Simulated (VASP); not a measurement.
# EuS (Fm-3m) in VASP: further runs

EuS is run at these levels: RPBE, PBE+D4; tasks: relaxation of cell and atoms.

Everything below comes from runs of VASP 6.6.1. Logs are shortened: lines on timing, memory, paths and dates and some standing lists are left out, and cuts for length are marked.

## (1) The cell of the first run

It takes space group Fm-3m (No. 225, cubic). Conventional cell: a = 5.957 Å, b = 5.957 Å, c = 5.957 Å, α = 90.00°, β = 90.00°, γ = 90.00°. Within 3.9 Å of Eu (site symmetry m-3m) lie 6 S at 2.98 Å. Within 3.9 Å of S (site symmetry m-3m) lie 6 Eu at 2.98 Å.

## (2) Relaxation of cell and atoms, RPBE, collinear spin, ferromagnetic start

The input, INCAR:

```
SYSTEM = EuS
PREC     = Accurate       ! precision mode
ENCUT    = 600            ! plane-wave cutoff, eV
EDIFF    = 1E-7           ! SCF threshold, eV
ISMEAR   = -1             ! smearing method
SIGMA    = 0.1            ! smearing width, eV
LREAL    = .FALSE.        ! projectors in reciprocal space
LASPH    = .TRUE.         ! aspherical terms in the spheres
NELM     = 200            ! most SCF steps
ALGO     = Normal         ! electronic algorithm
ISIF     = 3              ! what is computed and relaxed
LWAVE    = .FALSE.        ! write WAVECAR
LCHARG   = .FALSE.        ! write CHGCAR
ISPIN    = 2              ! spin polarisation
MAGMOM   = 7 0            ! initial moments
LORBIT   = 11             ! projections on sites
LMAXMIX  = 6              ! l up to which the mixer works
GGA      = RP             ! functional
IBRION   = 2              ! ionic algorithm
NSW      = 80             ! ionic steps
EDIFFG   = -0.05          ! ionic threshold
GGA_COMPAT= .FALSE.      
NELMIN   = 4
```

The input, KPOINTS:

```
regular mesh
0
G
  6 6 6
  0 0 0
```

The input, POSCAR:

```
EuS
1.0
    4.2122350000      0.0000000000      0.0000000000
    2.1061175000      3.6479025167      0.0000000000
    2.1061175000      1.2159675056      3.4392754756
Eu S
1 1
Direct
    0.0000000000      0.0000000000      0.0000000000
    0.5000000000      0.5000000000      0.5000000000
```

Potentials or basis: VASP PAW PBE potentials, release 64 (Eu, S).

Started as:

```console
$ cat potpaw_PBE.64/Eu/POTCAR potpaw_PBE.64/S/POTCAR > POTCAR
$ mpirun -np 1 vasp_std > vasp.out
```

OUTCAR:

```text
SYSTEM = EuS
   PREC = Accurate
   ENCUT = 600
   EDIFF = 1E-7
   ISMEAR = -1
   LREAL = .FALSE.
   LASPH = .TRUE.
   NELM = 200
   ISIF = 3
   ISPIN = 2
   LORBIT = 11
   GGA = RP
   IBRION = 2
   NSW = 80
   EDIFFG = -0.05
   NELMIN = 4

 ion  position               nearest neighbor table
   1  0.000  0.000  0.000-   2 2.98   2 2.98   2 2.98   2 2.98   2 2.98   2 2.98
   2  0.500  0.500  0.500-   1 2.98   1 2.98   1 2.98   1 2.98   1 2.98   1 2.98

  LATTYP: Found a face centered cubic cell.
 ALAT       =     5.9569998649

  Lattice vectors:

 A1 = (   4.2122350000,   0.0000000000,   0.0000000000)
 A2 = (   2.1061175000,   3.6479025167,   0.0000000000)
 A3 = (   2.1061175000,   1.2159675056,   3.4392754756)

Analysis of symmetry for initial positions (statically):
=====================================================================
 Subroutine PRICEL returns:
 Original cell was already a primitive cell.

 Routine SETGRP: Setting up the symmetry group for a
 face centered cubic supercell.

 Subroutine GETGRP returns: Found 48 space group operations
 (whereof 48 operations were pure point group operations)
 out of a pool of 48 trial point group operations.

The static configuration has the point symmetry O_h .

Analysis of symmetry for dynamics (positions and initial velocities):
=====================================================================
 Subroutine PRICEL returns:
 Original cell was already a primitive cell.

 Routine SETGRP: Setting up the symmetry group for a
 face centered cubic supercell.

 Subroutine GETGRP returns: Found 48 space group operations
 (whereof 48 operations were pure point group operations)
 out of a pool of 48 trial point group operations.

The dynamic configuration has the point symmetry O_h .

Analysis of structural, dynamic, and magnetic symmetry:
=====================================================================
 Subroutine PRICEL returns:
 Original cell was already a primitive cell.

 Routine SETGRP: Setting up the symmetry group for a
 face centered cubic supercell.

 Subroutine GETGRP returns: Found 48 space group operations
 (whereof 48 operations were pure point group operations)
 out of a pool of 48 trial point group operations.

The overall configuration has the point symmetry O_h .

 Subroutine INISYM returns: Found 48 space group operations
 (whereof 48 operations are pure point group operations),
 and found     1 'primitive' translations

----------------------------------------------------------------------------------------

                                     Primitive cell

  volume of cell :      52.8473

  direct lattice vectors                    reciprocal lattice vectors
     4.212235000  0.000000000  0.000000000     0.237403659 -0.137065066 -0.096919638
     2.106117500  3.647902517  0.000000000     0.000000000  0.274130132 -0.096919638
     2.106117500  1.215967506  3.439275476     0.000000000  0.000000000  0.290758913

  length of vectors
     4.212235000  4.212235000  4.212235000     0.290758913  0.290758913  0.290758913

  position of ions in fractional coordinates (direct lattice)
     0.000000000  0.000000000  0.000000000
     0.500000000  0.500000000  0.500000000

  ion indices of the primitive-cell ions
   primitive index   ion index
                 1           1
                 2           2

----------------------------------------------------------------------------------------

 KPOINTS: regular mesh

Automatic generation of k-mesh.
 Grid dimensions read from file:
 generate k-points for:    6    6    6

 Generating k-lattice:

  Cartesian coordinates                     Fractional coordinates (reciprocal lattice)
     0.039567276 -0.022844178 -0.016153273     0.166666667  0.000000000  0.000000000
     0.000000000  0.045688355 -0.016153273     0.000000000  0.166666667  0.000000000
     0.000000000  0.000000000  0.048459819     0.000000000  0.000000000  0.166666667

  Length of vectors
[... 45 lines left out ...]
   NELM   =    200;   NELMIN=  4; NELMDL= -5     # of ELM steps
   EDIFF  = 0.1E-06   stopping-criterion for ELM
   LREAL  =      F    real-space projection
   EDIFFG = -.5E-01   stopping-criterion for IOM
   NSW    =     80    number of steps for IOM
   IBRION =      2    ionic relax: 0-MD 1-quasi-New 2-CG
   NFREE  =      1    steps in history (QN), initial steepest desc. (CG)
   ISIF   =      3    stress and relaxation
   ISYM   =      2    0-nonsym 1-usesym 2-fastsym
   POTIM  = 0.5000    time-step for ionic-motion
   TEBEG  =    0.0;   TEEND  =   0.0 temperature during run
   PSTRESS=    0.0 pullay stress
   NELECT =      23.0000    total number of electrons
   NUPDOWN=      -1.0000    fix difference up-down
   EMIN   =  10.00;   EMAX   =-10.00  energy-range for DOS
   EFERMI =   0.00;   METHOD = LEGACY
   ISMEAR =    -1;   SIGMA  =   0.10  broadening in eV -4-tet -1-fermi 0-gaus
   EFERMI_NEDOS =   21; number of points for ismear=-14 and -15
   IALGO  =     38    algorithm
   IMIX   =      4    mixing-type and parameters
     AMIX     =   0.40;   BMIX     =  1.00
     AMIX_MAG =   1.60;   BMIX_MAG =  1.00
  volume/ion in A,a.u.               =      26.42       178.32
  Fermi-wavevector in a.u.,A,eV,Ry     =   1.240633  2.344456 20.941668  1.539169
  Thomas-Fermi vector in A             =   2.375065
   LORBIT       =     11    0 simple, 1 ext, 2 COOP (PROOUT), +10 PAW based schemes
   GGA     = RP    functional components
   LHFCALC =     F    Hartree Fock is set to
   AEXX    =    0.0000 exact exchange contribution
   IVDW    =     0    specifies the selected vdW correction
   LEPSILON=     F    determine dielectric tensor
   LRPA    =     F    only Hartree local field effects (RPA)
 conjugate gradient relaxation of ions
 spin polarized calculation
  energy-cutoff  :      600.00
  volume of cell :       52.85
 maximum number of plane-waves:      1807
 NGX is ok and might be reduce to    36
   NGX = 17   NGY = 17   NGZ = 17

--------------------------------------- Ionic step        1  -------------------------------------------

 number of electron      22.9999997 magnetization       6.9668289

 Free energy of the ion-electron system (eV)
  ---------------------------------------------------
  ext. energy  EPLUGINS =         0.00000000
  ---------------------------------------------------
  free energy    TOTEN  =       -19.37870383 eV

  energy without entropy =      -19.33219703  energy(sigma->0) =      -19.35545043

------------------------ aborting loop because EDIFF is reached ----------------------------------------

  FORCE on cell =-STRESS in cart. coord.  units (eV):
  Direction    XX          YY          ZZ          XY          YZ          ZX
  --------------------------------------------------------------------------------------
  -------------------------------------------------------------------------------------
  Total       -0.1872702     -0.1872702     -0.1872702      0.0000000     -0.0000000     -0.0000000
  in kB       -5.6774924     -5.6774924     -5.6774924      0.0000000     -0.0000000     -0.0000000
  external PRESSURE =      -5.6774924 kB  Pullay stress =       0.0000000 kB

 VOLUME and BASIS-vectors are now :
 -----------------------------------------------------------------------------
  energy-cutoff  :      600.00
  volume of cell :       52.85
      direct lattice vectors                 reciprocal lattice vectors
     4.212235000  0.000000000  0.000000000     0.237403659 -0.137065066 -0.096919638
     2.106117500  3.647902517  0.000000000     0.000000000  0.274130132 -0.096919638
     2.106117500  1.215967506  3.439275476     0.000000000  0.000000000  0.290758913

 POSITION                                       TOTAL-FORCE (eV/Angst)
 -----------------------------------------------------------------------------------
      0.00000      0.00000      0.00000         0.000000      0.000000      0.000000
      4.21223      2.43194      1.71964         0.000000     -0.000000      0.000000
 -----------------------------------------------------------------------------------
    total drift:                                0.000000      0.000000      0.000000

  FREE ENERGIE OF THE ION-ELECTRON SYSTEM (eV)
  ---------------------------------------------------
  free  energy   TOTEN  =       -19.3787038283 eV

  energy  without entropy=      -19.3321970347  energy(sigma->0) =      -19.35545043

--------------------------------------- Ionic step        2  -------------------------------------------

 number of electron      22.9999998 magnetization       6.9637727

 Free energy of the ion-electron system (eV)
  ---------------------------------------------------
  ext. energy  EPLUGINS =         0.00000000
  ---------------------------------------------------
  free energy    TOTEN  =       -19.37995682 eV

  energy without entropy =      -19.33265475  energy(sigma->0) =      -19.35630579

 E-fermi :   4.6326     XC(G=0):  -9.5247

 val. band max:        4.5268267451   @ k =   0.0000   0.0000   0.0000
 cond. band min:       4.7799670905   @ k =   0.3333   0.3333   0.0000
 fundamental gap:      0.2531403454
 Fermi energy:         4.6326472133

 spin component 1

 k-point     1 :       0.0000    0.0000    0.0000
  band No.  band energies     occupation
      1     -37.0683      1.00000
      2     -15.7602      1.00000
      3     -15.7602      1.00000
      4     -15.7602      1.00000
      5      -9.0178      1.00000
      6       1.7006      1.00000
[... 328 lines left out ...]
      5      -8.4824      1.00000
      6       0.5348      1.00000
[... 11 lines left out ...]
     18       7.9776      0.00000
     19       8.7392      0.00000
 Fermi energy:         4.6326472133

 spin component 2

 k-point     1 :       0.0000    0.0000    0.0000
  band No.  band energies     occupation
      1     -33.9250      1.00000
      2     -13.4944      1.00000
      3     -13.4944      1.00000
      4     -13.4944      1.00000
      5      -9.0189      1.00000
      6       1.8440      1.00000
[... 329 lines left out ...]
      6       0.7310      1.00000
[... 11 lines left out ...]
     18       9.4944      0.00000
     19       9.7767      0.00000

------------------------ aborting loop because EDIFF is reached ----------------------------------------

  FORCE on cell =-STRESS in cart. coord.  units (eV):
  Direction    XX          YY          ZZ          XY          YZ          ZX
  --------------------------------------------------------------------------------------
  -------------------------------------------------------------------------------------
  Total        0.0118940      0.0118940      0.0118940      0.0000000      0.0000000     -0.0000000
  in kB        0.3655217      0.3655217      0.3655217      0.0000000      0.0000000     -0.0000000
  external PRESSURE =       0.3655217 kB  Pullay stress =       0.0000000 kB

 VOLUME and BASIS-vectors are now :
 -----------------------------------------------------------------------------
  energy-cutoff  :      600.00
  volume of cell :       52.13
      direct lattice vectors                 reciprocal lattice vectors
     4.193207464 -0.000000000 -0.000000000     0.238480926 -0.137687027 -0.097359430
     2.096603732  3.631424187 -0.000000000    -0.000000000  0.275374054 -0.097359430
     2.096603732  1.210474729  3.423739558     0.000000000  0.000000000  0.292078291

 POSITION                                       TOTAL-FORCE (eV/Angst)
 -----------------------------------------------------------------------------------
      4.19321     -0.00000     -0.00000        -0.000000     -0.000000     -0.000000
      4.19321      2.42095      1.71187         0.000000      0.000000      0.000000
 -----------------------------------------------------------------------------------
    total drift:                               -0.000000     -0.000000     -0.000000

  FREE ENERGIE OF THE ION-ELECTRON SYSTEM (eV)
  ---------------------------------------------------
  free  energy   TOTEN  =       -19.3799568204 eV

  energy  without entropy=      -19.3326547537  energy(sigma->0) =      -19.35630579

 reached required accuracy - stopping structural energy minimisation

 total charge

# of ion       s       p       d       f       tot
--------------------------------------------------
    1        2.030   5.780   0.311   6.649  14.770
    2        1.318   2.451   0.000   0.000   3.769
--------------------------------------------------
tot          3.348   8.231   0.311   6.649  18.539

 magnetization (x)

# of ion       s       p       d       f       tot
--------------------------------------------------
    1       -0.016  -0.117   0.092   6.617   6.577
    2       -0.007  -0.070   0.000   0.000  -0.078
--------------------------------------------------
tot         -0.023  -0.187   0.092   6.617   6.499
```

Run time: 4.6 min. Hardware: 1 thread of Intel Xeon 8259CL, shared host; peak memory 0.27 GiB.

Results:

| Item | Value |
| --- | --- |
| Free energy | -19.3800 eV |
| Relaxed volume | 26.07 Å³/atom |
| Relaxed cell | a = 4.193 Å, b = 4.193 Å, c = 4.193 Å, α = 60.00°, β = 60.00°, γ = 60.00° |
| Space group after relaxing (to 0.1 Å) | Fm-3m (No. 225) |
| Energy gained by relaxing | 0.6 meV/atom |
| Ionic steps | 2 |
| Pressure after relaxing | 0.0 GPa |
| Band gap on the k mesh | zero (filled and empty bands overlap) |
| Net moment | 6.96 μB per cell |
| Site moments | Eu +6.58; S -0.08 μB |
| Valence electrons inside the program's atomic spheres | Eu 14.77; S 3.77 |

The path:
```
step  energy change (eV)  largest force (eV/Å)  pressure (GPa)  volume (Å³)
   1              0.0000                0.0000           -0.57        52.85
   2             -0.0013                0.0000            0.04        52.13
```

Final structure:
```cif
data_structure
_symmetry_space_group_name_H-M 'P 1'
_symmetry_Int_Tables_number 1
_cell_length_a 4.1932
_cell_length_b 4.1932
_cell_length_c 4.1932
_cell_angle_alpha 60.000
_cell_angle_beta 60.000
_cell_angle_gamma 60.000
_cell_volume 52.13
loop_
_atom_site_label
_atom_site_type_symbol
_atom_site_fract_x
_atom_site_fract_y
_atom_site_fract_z
_atom_site_occupancy
Eu1 Eu 0.00000 0.00000 0.00000 1
S1 S 0.50000 0.50000 0.50000 1
```

Levels at points of the mesh, in eV from the Fermi level:
Spin up:
```csv
k point,band 13,band 14,band 15,band 16,band 17,band 18
"(0.00, 0.00, 0.00)",-0.11,-0.11,-0.11,0.82,0.97,0.97
"(0.50, 0.00, 0.00)",-0.48,-0.44,-0.43,2.86,3.16,3.58
"(0.50, 0.50, 0.00)",-0.49,-0.45,-0.26,-0.26,2.98,3.24
```
Spin down:
| k point | band 5 | band 6 | band 7 | band 8 | band 9 | band 10 | band 11 | band 12 |
| --- | --- | --- | --- | --- | --- | --- | --- | --- |
| (0.00, 0.00, 0.00) | -13.65 | -2.79 | -2.79 | -2.79 | 1.56 | 1.78 | 1.78 | 1.78 |
| (0.50, 0.00, 0.00) | -12.68 | -5.28 | -3.93 | -3.93 | 2.84 | 4.00 | 4.00 | 4.03 |
| (0.50, 0.50, 0.00) | -13.32 | -3.90 | -3.13 | -3.13 | -0.20 | 3.84 | 4.01 | 4.17 |

Caveat: the PAW data sets were made with another functional, which shifts forces and pressure a little; spin-orbit coupling is left out, which moves the levels of the heavy elements; a cell with one magnetic atom can't hold antiferromagnetic order, which such compounds often take; semilocal functionals describe open f shells poorly, which spoils levels, moments and volumes.

(Continued in part 2 of 2.)
